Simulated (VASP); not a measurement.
# Ni (Fm-3m) in VASP: a series of runs

The runs below take Ni through single point, with LDA.

Everything below comes from runs of VASP 6.6.1. Logs are shortened: lines on timing, memory, paths and dates and some standing lists are left out, and cuts for length are marked.

## (1) The cell of the first run

The structure is cubic, space group Fm-3m (No. 225). Conventional cell: a = 3.305 Å, b = 3.305 Å, c = 3.305 Å, α = 90.00°, β = 90.00°, γ = 90.00°. Ni (site symmetry m-3m) has 12 Ni at 2.34 Å within 3.1 Å.

## (2) Single point, LDA, collinear spin, ferromagnetic start (9.03 Å³/atom)

Input file INCAR:

```
SYSTEM = Ni
PREC = Accurate ; ENCUT = 520
EDIFF = 1E-6 ; ISMEAR = -1
SIGMA = 0.05 ; LREAL = .False.
LASPH = .True. ; NELM = 150
ALGO = Normal ; ISIF = 2
LWAVE = .False. ; LCHARG = .False.
ISPIN = 2 ; MAGMOM = 1
LORBIT = 11 ; LMAXMIX = 4
NBANDS = 15
```

Input file KPOINTS:

```
regular mesh
0
Gamma
  21 21 21
  0 0 0
```

Input file POSCAR:

```
Ni
1.0
    0.0000000000      1.6525055177      1.6525055177
    1.6525055177      0.0000000000      1.6525055177
    1.6525055177      1.6525055177      0.0000000000
Ni
1
Direct
    0.0000000000      0.0000000000      0.0000000000
```

Potentials or basis: VASP PAW LDA potentials, release 64 (Ni).

Started as:

```bash
cat potpaw_LDA.64/Ni/POTCAR > POTCAR
mpirun -np 1 vasp_std > vasp.out
```

OUTCAR:

```text
SYSTEM = Ni
   PREC = Accurate
   ENCUT = 520
   EDIFF = 1E-6
   ISMEAR = -1
   LREAL = .False.
   LASPH = .True.
   NELM = 150
   ISIF = 2
   ISPIN = 2
   LORBIT = 11

 ion  position               nearest neighbor table
   1  0.000  0.000  0.000-

  LATTYP: Found a face centered cubic cell.
 ALAT       =     3.3050110354

  Lattice vectors:

 A1 = (   0.0000000000,   1.6525055177,   1.6525055177)
 A2 = (   1.6525055177,   0.0000000000,   1.6525055177)
 A3 = (   1.6525055177,   1.6525055177,   0.0000000000)

Analysis of symmetry for initial positions (statically):
=====================================================================
 Subroutine PRICEL returns:
 Original cell was already a primitive cell.

 Routine SETGRP: Setting up the symmetry group for a
 face centered cubic supercell.

 Subroutine GETGRP returns: Found 48 space group operations
 (whereof 48 operations were pure point group operations)
 out of a pool of 48 trial point group operations.

The static configuration has the point symmetry O_h .

Analysis of symmetry for dynamics (positions and initial velocities):
=====================================================================
 Subroutine PRICEL returns:
 Original cell was already a primitive cell.

 Routine SETGRP: Setting up the symmetry group for a
 face centered cubic supercell.

 Subroutine GETGRP returns: Found 48 space group operations
 (whereof 48 operations were pure point group operations)
 out of a pool of 48 trial point group operations.

The dynamic configuration has the point symmetry O_h .

Analysis of structural, dynamic, and magnetic symmetry:
=====================================================================
 Subroutine PRICEL returns:
 Original cell was already a primitive cell.

 Routine SETGRP: Setting up the symmetry group for a
 face centered cubic supercell.

 Subroutine GETGRP returns: Found 48 space group operations
 (whereof 48 operations were pure point group operations)
 out of a pool of 48 trial point group operations.

The overall configuration has the point symmetry O_h .

 Subroutine INISYM returns: Found 48 space group operations
 (whereof 48 operations are pure point group operations),
 and found     1 'primitive' translations

----------------------------------------------------------------------------------------

                                     Primitive cell

  volume of cell :       9.0252

  direct lattice vectors                    reciprocal lattice vectors
     0.000000000  1.652505518  1.652505518    -0.302570851  0.302570851  0.302570851
     1.652505518  0.000000000  1.652505518     0.302570851 -0.302570851  0.302570851
     1.652505518  1.652505518  0.000000000     0.302570851  0.302570851 -0.302570851

  length of vectors
     2.336995715  2.336995715  2.336995715     0.524068086  0.524068086  0.524068086

  position of ions in fractional coordinates (direct lattice)
     0.000000000  0.000000000  0.000000000

  ion indices of the primitive-cell ions
   primitive index   ion index
                 1           1

----------------------------------------------------------------------------------------

 KPOINTS: regular mesh

Automatic generation of k-mesh.
 Grid dimensions read from file:
 generate k-points for:   21   21   21

 Generating k-lattice:

  Cartesian coordinates                     Fractional coordinates (reciprocal lattice)
    -0.014408136  0.014408136  0.014408136     0.047619048  0.000000000  0.000000000
     0.014408136 -0.014408136  0.014408136     0.000000000  0.047619048  0.000000000
     0.014408136  0.014408136 -0.014408136     0.000000000  0.000000000  0.047619048

  Length of vectors
     0.024955623  0.024955623  0.024955623

  Shift w.r.t. Gamma in fractional coordinates (k-lattice)
     0.000000000  0.000000000  0.000000000

 Subroutine IBZKPT returns following result:
 ===========================================

 Found    286 irreducible k-points:

 Following reciprocal coordinates:
            Coordinates               Weight
  0.000000  0.000000  0.000000      1.000000
  0.047619  0.000000  0.000000      8.000000
  0.095238  0.000000  0.000000      8.000000
  0.142857  0.000000  0.000000      8.000000
  0.190476  0.000000  0.000000      8.000000
  0.238095  0.000000  0.000000      8.000000
[... 16 lines left out ...]
 -0.428571  0.047619  0.000000     24.000000
 -0.380952  0.047619  0.000000     24.000000
 [... further k-points ...]
   k-points           NKPTS =    286   k-points in BZ     NKDIM =    286   number of bands    NBANDS=     15
   number of dos      NEDOS =    301   number of ions     NIONS =      1
   total plane-waves  NPLWV =   5832
   dimension x,y,z NGX =    18 NGY =   18 NGZ =   18
   dimension x,y,z NGXF=    36 NGYF=   36 NGZF=   36
   ions per type =               1
   NGX,Y,Z   is equivalent  to a cutoff of  12.80, 12.80, 12.80 a.u.
   NGXF,Y,Z  is equivalent  to a cutoff of  25.61, 25.61, 25.61 a.u.
 SYSTEM =  Ni
   PREC   = accura    normal or accurate (medium, high low for compatibility)
   ISTART =      0    job   : 0-new  1-cont  2-samecut
   ICHARG =      2    charge: 1-file 2-atom 10-const
   ISPIN  =      2    spin polarized calculation?
   LNONCOLLINEAR =      F non collinear calculations
   LSORBIT =      F    spin-orbit coupling
   LASPH  =      T    aspherical Exc in radial PAW
   ENCUT  =  520.0 eV  38.22 Ry    6.18 a.u.   4.35  4.35  4.35*2*pi/ulx,y,z
   NELM   =    150;   NELMIN=  2; NELMDL= -5     # of ELM steps
   EDIFF  = 0.1E-05   stopping-criterion for ELM
   LREAL  =      F    real-space projection
   EDIFFG = 0.1E-04   stopping-criterion for IOM
   NSW    =      0    number of steps for IOM
   IBRION =     -1    ionic relax: 0-MD 1-quasi-New 2-CG
   NFREE  =      0    steps in history (QN), initial steepest desc. (CG)
   ISIF   =      2    stress and relaxation
   ISYM   =      2    0-nonsym 1-usesym 2-fastsym
   POTIM  = 0.5000    time-step for ionic-motion
   TEBEG  =    0.0;   TEEND  =   0.0 temperature during run
   PSTRESS=    0.0 pullay stress
   NELECT =      10.0000    total number of electrons
   NUPDOWN=      -1.0000    fix difference up-down
   EMIN   =  10.00;   EMAX   =-10.00  energy-range for DOS
   EFERMI =   0.00;   METHOD = LEGACY
   ISMEAR =    -1;   SIGMA  =   0.05  broadening in eV -4-tet -1-fermi 0-gaus
   EFERMI_NEDOS =   21; number of points for ismear=-14 and -15
   IALGO  =     38    algorithm
   IMIX   =      4    mixing-type and parameters
     AMIX     =   0.40;   BMIX     =  1.00
     AMIX_MAG =   1.60;   BMIX_MAG =  1.00
  volume/ion in A,a.u.               =       9.03        60.91
  Fermi-wavevector in a.u.,A,eV,Ry     =   1.694033  3.201259 39.045298  2.869748
  Thomas-Fermi vector in A             =   2.775331
   LORBIT       =     11    0 simple, 1 ext, 2 COOP (PROOUT), +10 PAW based schemes
   GGA     = CA    functional components
   LHFCALC =     F    Hartree Fock is set to
   AEXX    =    0.0000 exact exchange contribution
   IVDW    =     0    specifies the selected vdW correction
   LEPSILON=     F    determine dielectric tensor
   LRPA    =     F    only Hartree local field effects (RPA)
 spin polarized calculation
  energy-cutoff  :      520.00
  volume of cell :        9.03
 maximum number of plane-waves:       262
 NGX is ok and might be reduce to    18
   NGX =  9   NGY =  9   NGZ =  9

 number of electron      10.0000007 magnetization       0.5547889

 Free energy of the ion-electron system (eV)
  ---------------------------------------------------
  ext. energy  EPLUGINS =         0.00000000
  ---------------------------------------------------
  free energy    TOTEN  =        -6.49071592 eV

  energy without entropy =       -6.47904841  energy(sigma->0) =       -6.48488216

 E-fermi :  11.9749     XC(G=0): -14.7563

 val. band max:       11.9713029780   @ k =  -0.3810   0.3333   0.0000
 cond. band min:      11.9795530319   @ k =   0.3810   0.3810   0.0000
 fundamental gap:      0.0082500539
 Fermi energy:        11.9748939690

 spin component 1

 k-point     1 :       0.0000    0.0000    0.0000
  band No.  band energies     occupation
      1       1.6207      1.00000
      2       9.1005      1.00000
      3       9.1005      1.00000
      4       9.1005      1.00000
      5      10.6120      1.00000
      6      10.6120      1.00000
      7      37.2833      0.00000
      8      42.5695      0.00000
      9      42.5695      0.00000
     10      42.5695      0.00000
     11      46.4018      0.00000
     12      46.4018      0.00000
     13      46.4018      0.00000
     14      48.9180      0.00000
     15      56.7786      0.00000
[... 397 lines left out ...]
 k-point    24 :      -0.3810    0.0476    0.0000
  band No.  band energies     occupation
      1       5.9348      1.00000
      2       9.1172      1.00000
      3       9.1882      1.00000
      4       9.8190      1.00000
      5      11.2436      1.00000
      6      11.7098      0.99505
      7      21.5597      0.00000
      8      35.5868      0.00000
      9      38.7465      0.00000
     10      40.8453      0.00000
     11      43.1580      0.00000
     12      44.8615      0.00000
     13      50.4635      0.00000
     14      57.0079      0.00000
     15      59.2228      0.00000

 [... further k-points ...]

 spin component 2

 k-point     1 :       0.0000    0.0000    0.0000
  band No.  band energies     occupation
      1       1.6744      1.00000
      2       9.6698      1.00000
      3       9.6698      1.00000
      4       9.6698      1.00000
      5      11.1348      1.00000
      6      11.1348      1.00000
      7      37.2887      0.00000
      8      42.6153      0.00000
      9      42.6153      0.00000
     10      42.6153      0.00000
     11      46.5776      0.00000
     12      46.5776      0.00000
     13      46.5776      0.00000
     14      48.9172      0.00000
     15      57.5697      0.00000
[... 397 lines left out ...]
 k-point    24 :      -0.3810    0.0476    0.0000
  band No.  band energies     occupation
      1       6.2196      1.00000
      2       9.6220      1.00000
      3       9.7015      1.00000
      4      10.0710      1.00000
      5      11.8401      0.93682
      6      12.2601      0.00332
      7      21.8507      0.00000
      8      35.6185      0.00000
      9      38.8582      0.00000
     10      40.9745      0.00000
     11      43.2921      0.00000
     12      44.9767      0.00000
     13      50.6568      0.00000
     14      58.1623      0.00000
     15      59.3572      0.00000

 [... further k-points ...]

------------------------ aborting loop because EDIFF is reached ----------------------------------------

  FORCE on cell =-STRESS in cart. coord.  units (eV):
  Direction    XX          YY          ZZ          XY          YZ          ZX
  --------------------------------------------------------------------------------------
  -------------------------------------------------------------------------------------
  Total        1.9306597      1.9306597      1.9306597      0.0000000      0.0000000      0.0000000
  in kB      342.7342937    342.7342937    342.7342937      0.0000000      0.0000000      0.0000000
  external PRESSURE =     342.7342937 kB  Pullay stress =       0.0000000 kB

 VOLUME and BASIS-vectors are now :
 -----------------------------------------------------------------------------
  energy-cutoff  :      520.00
  volume of cell :        9.03
      direct lattice vectors                 reciprocal lattice vectors
     0.000000000  1.652505518  1.652505518    -0.302570851  0.302570851  0.302570851
     1.652505518  0.000000000  1.652505518     0.302570851 -0.302570851  0.302570851
     1.652505518  1.652505518  0.000000000     0.302570851  0.302570851 -0.302570851

 POSITION                                       TOTAL-FORCE (eV/Angst)
 -----------------------------------------------------------------------------------
      0.00000      0.00000      0.00000         0.000000      0.000000      0.000000
 -----------------------------------------------------------------------------------
    total drift:                                0.000000     -0.000000     -0.000000

  FREE ENERGIE OF THE ION-ELECTRON SYSTEM (eV)
  ---------------------------------------------------
  free  energy   TOTEN  =        -6.4907159219 eV

  energy  without entropy=       -6.4790484073  energy(sigma->0) =       -6.48488216

 total charge

# of ion       s       p       d       tot
------------------------------------------
    1        0.589   0.687   8.444   9.720

 magnetization (x)

# of ion       s       p       d       tot
------------------------------------------
    1       -0.005  -0.018   0.571   0.548
```

It took 67 s on 1 thread of Intel Xeon Platinum 8259CL at 2.50GHz (Skylake/Cascade Lake), shared host; peak memory 0.17 GiB.

Results:

```
Free energy                                           : -6.4907 eV
Pressure                                              : 34.3 GPa
Net moment                                            : 0.55 μB per cell
Site moments                                          : Ni +0.55 μB
Valence electrons inside the program's atomic spheres : Ni 9.72
```

Caveat: the cell stands under pressure.

(Continued in part 2 of 2.)
